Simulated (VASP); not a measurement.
# Ti (Fm-3m) in VASP: settings compared

Aim: see how the results for Ti move with the level of theory and the settings. Levels: PBE, PBE+D3(BJ), PBE+D4. Tasks: single point, relaxation of cell and atoms.

Everything below comes from runs of VASP 6.6.1. Logs are shortened: lines on timing, memory, paths and dates and some standing lists are left out, and cuts for length are marked.

## (1) The cell of the first run

Symmetry: Fm-3m, No. 225, cubic system. Conventional cell: a = 4.060 Å, b = 4.060 Å, c = 4.060 Å, α = 90.00°, β = 90.00°, γ = 90.00°. Within 3.8 Å of Ti (site symmetry m-3m) lie 12 Ti at 2.87 Å.

## (2) Single point, PBE

File INCAR:

```
SYSTEM = Ti
ALGO = Normal ; EDIFF = 1E-6
ENCUT = 500 ; GGA = PE
GGA_COMPAT = .False. ; ISIF = 2
ISMEAR = 0 ; LASPH = .True.
LCHARG = .False. ; LREAL = .False.
LWAVE = .False. ; NBANDS = 12
NELM = 120 ; PREC = Accurate
SIGMA = 0.024
```

File KPOINTS:

```
k-points
0
Gamma
  11 11 11
  0 0 0
```

File POSCAR:

```
Ti
1.0
    0.0000000000      2.0300000000      2.0300000000
    2.0300000000      0.0000000000      2.0300000000
    2.0300000000      2.0300000000      0.0000000000
Ti
1
Direct
    0.0000000000      0.0000000000      0.0000000000
```

Potentials or basis: VASP PAW PBE potentials, release 64 (Ti_sv).

Run with:

```bash
$ cat potpaw_PBE.64/Ti_sv/POTCAR > POTCAR
$ mpirun -np 1 vasp_std > vasp.out
```

OUTCAR:

```text
SYSTEM = Ti
   EDIFF = 1E-6
   ENCUT = 500
   GGA = PE
   ISIF = 2
   ISMEAR = 0
   LASPH = .True.
   LREAL = .False.
   NELM = 120
   PREC = Accurate

 ion  position               nearest neighbor table
   1  0.000  0.000  0.000-

  LATTYP: Found a face centered cubic cell.
 ALAT       =     4.0600000000

  Lattice vectors:

 A1 = (   0.0000000000,   2.0300000000,   2.0300000000)
 A2 = (   2.0300000000,   0.0000000000,   2.0300000000)
 A3 = (   2.0300000000,   2.0300000000,   0.0000000000)

Analysis of symmetry for initial positions (statically):
=====================================================================
 Subroutine PRICEL returns:
 Original cell was already a primitive cell.

 Routine SETGRP: Setting up the symmetry group for a
 face centered cubic supercell.

 Subroutine GETGRP returns: Found 48 space group operations
 (whereof 48 operations were pure point group operations)
 out of a pool of 48 trial point group operations.

The static configuration has the point symmetry O_h .

Analysis of symmetry for dynamics (positions and initial velocities):
=====================================================================
 Subroutine PRICEL returns:
 Original cell was already a primitive cell.

 Routine SETGRP: Setting up the symmetry group for a
 face centered cubic supercell.

 Subroutine GETGRP returns: Found 48 space group operations
 (whereof 48 operations were pure point group operations)
 out of a pool of 48 trial point group operations.

The dynamic configuration has the point symmetry O_h .

 Subroutine INISYM returns: Found 48 space group operations
 (whereof 48 operations are pure point group operations),
 and found     1 'primitive' translations

----------------------------------------------------------------------------------------

                                     Primitive cell

  volume of cell :      16.7309

  direct lattice vectors                    reciprocal lattice vectors
     0.000000000  2.030000000  2.030000000    -0.246305419  0.246305419  0.246305419
     2.030000000  0.000000000  2.030000000     0.246305419 -0.246305419  0.246305419
     2.030000000  2.030000000  0.000000000     0.246305419  0.246305419 -0.246305419

  length of vectors
     2.870853532  2.870853532  2.870853532     0.426613499  0.426613499  0.426613499

  position of ions in fractional coordinates (direct lattice)
     0.000000000  0.000000000  0.000000000
[... 70 lines left out ...]
   ISPIN  =      1    spin polarized calculation?
   LNONCOLLINEAR =      F non collinear calculations
   LSORBIT =      F    spin-orbit coupling
   LASPH  =      T    aspherical Exc in radial PAW
   ENCUT  =  500.0 eV  36.75 Ry    6.06 a.u.   5.23  5.23  5.23*2*pi/ulx,y,z
   NELM   =    120;   NELMIN=  2; NELMDL= -5     # of ELM steps
   EDIFF  = 0.1E-05   stopping-criterion for ELM
   LREAL  =      F    real-space projection
[... 7 lines left out ...]
   TEBEG  =    0.0;   TEEND  =   0.0 temperature during run
   PSTRESS=    0.0 pullay stress
   NELECT =      12.0000    total number of electrons
   NUPDOWN=      -1.0000    fix difference up-down
   EMIN   =  10.00;   EMAX   =-10.00  energy-range for DOS
   EFERMI =   0.00;   METHOD = LEGACY
   ISMEAR =     0;   SIGMA  =   0.02  broadening in eV -4-tet -1-fermi 0-gaus
   EFERMI_NEDOS =   21; number of points for ismear=-14 and -15
   IALGO  =     38    algorithm
   IMIX   =      4    mixing-type and parameters
     AMIX     =   0.40;   BMIX     =  1.00
     AMIX_MAG =   1.60;   BMIX_MAG =  1.00
  volume/ion in A,a.u.               =      16.73       112.91
  Fermi-wavevector in a.u.,A,eV,Ry     =   1.465421  2.769245 29.217967  2.147460
  Thomas-Fermi vector in A             =   2.581280
   LORBIT       =      0    0 simple, 1 ext, 2 COOP (PROOUT), +10 PAW based schemes
   GGA     = PE    functional components
   LHFCALC =     F    Hartree Fock is set to
   AEXX    =    0.0000 exact exchange contribution
   IVDW    =     0    specifies the selected vdW correction
   LEPSILON=     F    determine dielectric tensor
   LRPA    =     F    only Hartree local field effects (RPA)
 non-spin polarized calculation
 Gauss-broadening in eV      SIGMA  =   0.02
  energy-cutoff  :      500.00
  volume of cell :       16.73
 maximum number of plane-waves:       440
 NGX is ok and might be reduce to    24
   NGX = 11   NGY = 11   NGZ = 11

 number of electron      12.0000002 magnetization

 Free energy of the ion-electron system (eV)
  ---------------------------------------------------
  ext. energy  EPLUGINS =         0.00000000
  ---------------------------------------------------
  free energy    TOTEN  =        -7.77562987 eV

  energy without entropy =       -7.77556706  energy(sigma->0) =       -7.77559846

 E-fermi :   8.6147     XC(G=0): -11.6716

 val. band max:        8.5949608520   @ k =   0.1818   0.1818   0.0000
 cond. band min:       8.6540924786   @ k =   0.2727   0.0000   0.0000
 fundamental gap:      0.0591316266
 Fermi energy:         8.6146740598

 k-point     1 :       0.0000    0.0000    0.0000
  band No.  band energies     occupation
      1     -47.9928      2.00000
      2     -23.8079      2.00000
      3     -23.8079      2.00000
      4     -23.8079      2.00000
      5       2.4394      2.00000
      6       9.5418      0.00000
      7       9.5418      0.00000
      8       9.5418      0.00000
      9      11.2608      0.00000
     10      11.2608      0.00000
     11      24.0815      0.00000
     12      28.7363      0.00000
[... 331 lines left out ...]
 k-point    24 :      -0.1818    0.1818    0.0000
  band No.  band energies     occupation
      1     -47.8988      2.00000
      2     -24.2265      2.00000
      3     -23.9796      2.00000
      4     -23.8558      2.00000
      5       4.9779      2.00000
      6       8.4339      2.00000
      7       9.4535      0.00000
      8      10.4531      0.00000
      9      10.4683      0.00000
     10      12.2614      0.00000
     11      22.4357      0.00000
     12      22.9704      0.00000

 [... further k-points ...]
[... 5 lines left out ...]
  --------------------------------------------------------------------------------------
  -------------------------------------------------------------------------------------
  Total        0.3612000      0.3612000      0.3612000     -0.0000000      0.0000000     -0.0000000
  in kB       34.5891764     34.5891764     34.5891764     -0.0000000      0.0000000     -0.0000000
  external PRESSURE =      34.5891764 kB  Pullay stress =       0.0000000 kB

 VOLUME and BASIS-vectors are now :
 -----------------------------------------------------------------------------
  energy-cutoff  :      500.00
  volume of cell :       16.73
      direct lattice vectors                 reciprocal lattice vectors
     0.000000000  2.030000000  2.030000000    -0.246305419  0.246305419  0.246305419
     2.030000000  0.000000000  2.030000000     0.246305419 -0.246305419  0.246305419
     2.030000000  2.030000000  0.000000000     0.246305419  0.246305419 -0.246305419

 POSITION                                       TOTAL-FORCE (eV/Angst)
 -----------------------------------------------------------------------------------
      0.00000      0.00000      0.00000         0.000000      0.000000      0.000000
 -----------------------------------------------------------------------------------
    total drift:                                0.000000      0.000000     -0.000000

  FREE ENERGIE OF THE ION-ELECTRON SYSTEM (eV)
  ---------------------------------------------------
  free  energy   TOTEN  =        -7.7756298724 eV

  energy  without entropy=       -7.7755670553  energy(sigma->0) =       -7.77559846
```

OSZICAR:

```text
N       E                     dE             d eps       ncg     rms          rms(c)
DAV:   1     0.849719152616E+02    0.84972E+02   -0.63583E+03  1344   0.118E+03
DAV:   2    -0.454590443531E+01   -0.89518E+02   -0.86999E+02  1364   0.292E+02
DAV:   3    -0.863316511169E+01   -0.40873E+01   -0.40384E+01  1872   0.642E+01
DAV:   4    -0.873006699653E+01   -0.96902E-01   -0.96782E-01  1472   0.823E+00
DAV:   5    -0.873278899919E+01   -0.27220E-02   -0.27219E-02  1620   0.120E+00    0.862E+00
DAV:   6    -0.777174095890E+01    0.96105E+00   -0.19518E+00  1456   0.210E+01    0.232E+00
DAV:   7    -0.776351168821E+01    0.82293E-02   -0.10839E-01  1624   0.386E+00    0.134E+00
DAV:   8    -0.777611600959E+01   -0.12604E-01   -0.44573E-02  1412   0.299E+00    0.332E-01
DAV:   9    -0.777559833773E+01    0.51767E-03   -0.82796E-03  1688   0.117E+00    0.813E-02
DAV:  10    -0.777564546618E+01   -0.47128E-04   -0.29935E-04  1440   0.209E-01    0.262E-02
DAV:  11    -0.777563060647E+01    0.14860E-04   -0.41370E-05  1600   0.740E-02    0.688E-03
DAV:  12    -0.777562928923E+01    0.13172E-05   -0.22565E-06  1472   0.165E-02    0.193E-03
DAV:  13    -0.777562987235E+01   -0.58312E-06   -0.29772E-07   804   0.505E-03
   1 F= -.77756299E+01 E0= -.77755985E+01  d E =-.628170E-04
```

Run time: 5.4 s. Hardware: 1 thread of Intel Xeon 6975P-C (Granite Rapids), shared host; peak memory 0.13 GiB.

Results:

| Quantity | Value |
| --- | --- |
| Free energy | -7.7756 eV |
| Pressure | 3.5 GPa |
| Band gap on the k mesh | zero (band 6 reaches 9.54 eV, above the bottom of band 7 at 8.35 eV) |

Levels at points of the mesh, in eV from the Fermi level:
| k point | band 4 | band 5 | band 6 | band 7 | band 8 | band 9 |
| --- | --- | --- | --- | --- | --- | --- |
| (0.00, 0.00, 0.00) | -32.42 | -6.18 | 0.93 | 0.93 | 0.93 | 2.65 |

## (3) Single point, PBE

File INCAR:

```
SYSTEM = Ti
  PREC = Accurate
  ENCUT = 500
  EDIFF = 1E-6
  ISMEAR = 0
  SIGMA = 0.026000000000000002
  LREAL = .FALSE.
  LASPH = .TRUE.
  NELM = 120
  ALGO = Normal
  ISIF = 2
  LWAVE = .FALSE.
  LCHARG = .FALSE.
  GGA = PE
  NBANDS = 12
  GGA_COMPAT = .FALSE.
```

File KPOINTS:

```
Automatic mesh
0
G
  11 11 11
  0 0 0
```

POSCAR is that of step 2.

Potentials or basis: VASP PAW PBE potentials, release 64 (Ti_sv).

Run with:

```bash
$ cat potpaw_PBE.64/Ti_sv/POTCAR > POTCAR
$ mpirun -np 1 vasp_std > vasp.out
```

It took 5.4 s on 1 thread of Intel Xeon 6975P-C (Granite Rapids), shared host; peak memory 0.14 GiB.

Results (log left out):

* Free energy: -7.7756 eV
* Pressure: 3.5 GPa
* Band gap on the k mesh: zero (band 6 reaches 9.54 eV, above the bottom of band 7 at 8.35 eV)

Levels at points of the mesh, in eV from the Fermi level:
```tsv
k point	band 2	band 3	band 4	band 5	band 6	band 7	band 8	band 9	band 10	band 11
(0.00, 0.00, 0.00)	-32.42	-32.42	-32.42	-6.18	0.93	0.93	0.93	2.64	2.64	15.47
```

## (4) Relaxation of cell and atoms, PBE+D3(BJ)

File INCAR:

```
SYSTEM = Ti
  PREC = Accurate
  ENCUT = 600
  EDIFF = 1E-7
  ISMEAR = -1
  SIGMA = 0.05
  LREAL = .FALSE.
  LASPH = .TRUE.
  NELM = 80
  ALGO = Normal
  ISIF = 3
  LWAVE = .FALSE.
  LCHARG = .FALSE.
  GGA = PE
  IVDW = 12
  IBRION = 2
  NSW = 60
  EDIFFG = -0.01
```

File KPOINTS:

```
regular mesh
0
G
  11 11 11
  0 0 0
```

POSCAR is that of step 3.

Run with:

```bash
$ cat potpaw_PBE.64/Ti_sv/POTCAR > POTCAR
$ mpirun -np 1 vasp_std > vasp.out
```

It took 57 s on 1 thread of AMD EPYC 7R43 (Zen 3), shared host; peak memory 0.12 GiB.

Results (log left out):

```yaml
Free_energy: -8.4083 eV
Relaxed_volume: 16.37 Å³/atom
Relaxed_cell: a = 2.850 Å, b = 2.850 Å, c = 2.850 Å, α = 60.00°, β = 60.00°, γ = 60.00°
Space_group_after_relaxing_to_0.05_Å: Fm-3m (No. 225)
Energy_gained_by_relaxing: 2.7 meV/atom
Ionic_steps: 3
Pressure_after_relaxing: 0.0 GPa
Band_gap_on_the_k_mesh: zero (band 6 reaches 9.78 eV, above the bottom of band 7 at 8.58 eV)
Dispersion_energy_per_atom: -0.640 eV
```

The path:
```csv
step,energy change (eV),largest force (eV/Å),pressure (GPa),volume (Å³)
1,0.0000,0.0000,-2.39,16.73
2,-0.0015,0.0000,1.73,16.13
3,-0.0027,0.0000,0.01,16.37
```

Final structure:
```cif
data_structure
_symmetry_space_group_name_H-M 'P 1'
_symmetry_Int_Tables_number 1
_cell_length_a 2.8502
_cell_length_b 2.8502
_cell_length_c 2.8502
_cell_angle_alpha 60.000
_cell_angle_beta 60.000
_cell_angle_gamma 60.000
_cell_volume 16.37
loop_
_atom_site_label
_atom_site_type_symbol
_atom_site_fract_x
_atom_site_fract_y
_atom_site_fract_z
_atom_site_occupancy
Ti1 Ti 0.00000 0.00000 0.00000 1
```

Levels at points of the mesh, in eV from the Fermi level:
| k point | band 4 | band 5 | band 6 | band 7 | band 8 | band 9 |
| --- | --- | --- | --- | --- | --- | --- |
| (0.00, 0.00, 0.00) | -32.39 | -6.23 | 0.92 | 0.92 | 0.92 | 2.69 |

Caveat: pairwise dispersion overbinds metals, which lowers pressure and volume.

(Part 1 of 2 ends here.)
